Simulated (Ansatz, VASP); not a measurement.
TiB2 in VASP and in Ansatz

```
Ti B
1.0
     3.02507    0.00000    0.00000
    -1.51253    2.61978    0.00000
     0.00000    0.00000    3.22170
Ti B
1 2
Cartesian
  0.0000 0.0000 0.0000
  0.0000 1.7465 1.6109
  1.5125 0.8733 1.6109
```

Alike in both runs: functional r2SCAN; k mesh 14 × 14 × 11; occupations fermi-dirac, width 0.05 eV; no spin polarisation.

Ansatz relaxed the structure, and its values are those at the end. VASP's run is a single point on that final structure, the one shown.

```csv
,VASP,Ansatz
version,VASP 6.6.1,Ansatz 0.2.0
potentials or method,"VASP PAW PBE potentials, release 64 (Ti_sv, B)","PAW with Ansatz's default frozen-core files, scalar-relativistic"
plane-wave cutoff (eV),520,500
valence electrons in the cell,18,18
```

```tsv
	VASP	Ansatz	Ansatz less VASP
pressure (GPa)	0.8	0.0	-0.84
```

VASP's potentials were made for PBE, not for r2SCAN.
